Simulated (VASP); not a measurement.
A run of VASP 6.6.1 is set up as follows.

File INCAR:

```
  PREC = Accurate
  ENCUT = 520
  EDIFF = 1E-7
  ISMEAR = 0
  SIGMA = 0.1
  LREAL = F
  LASPH = T
  NELM = 80
  ALGO = Normal
  ISIF = 2
  LWAVE = F
  LCHARG = F
  GGA = PE
  NBANDS = 22
```

KPOINTS

```
regular mesh
0
Gamma
  14 14 6
```

The input POSCAR:

```
B
1.0
    2.8672194197      0.0000000000      0.0000000000
    0.0000000000      2.8672194197      0.0000000000
    0.0000000000      0.0000000000      7.8923096501
B
8
Direct
    0.0000000000      0.0000000000      0.5000000000
    0.0000000000      0.0000000000      0.0000000000
    0.5000000000      0.0000000000      0.3900275902
    0.0000000000      0.5000000000      0.1099724098
    0.5000000000      0.0000000000      0.6099724098
    0.0000000000      0.5000000000      0.8900275902
    0.5000000000      0.5000000000      0.7500000000
    0.5000000000      0.5000000000      0.2500000000
```

Potentials or basis: VASP PAW PBE potentials, release 64 (B).

Run with:

```sh
$ cat potpaw_PBE.64/B/POTCAR > POTCAR
$ mpirun -np 1 vasp_std > vasp.out
```

Task: What does it give for the largest force?

Result: 0.011 eV/Å.

Task: Predict the pressure.

Result: 0.0 GPa.

Task: Estimate the band gap on the k mesh.

Result: Zero (bands 12 and 13 overlap by 4.43 eV).

Forces in eV/Å, atoms in the order of the input:
```
B    0.000  0.000  0.000
B    0.000  0.000  0.000
B    0.000  0.000 -0.011
B    0.000  0.000  0.011
B    0.000  0.000  0.011
B    0.000  0.000 -0.011
B    0.000  0.000  0.000
B    0.000  0.000  0.000
```
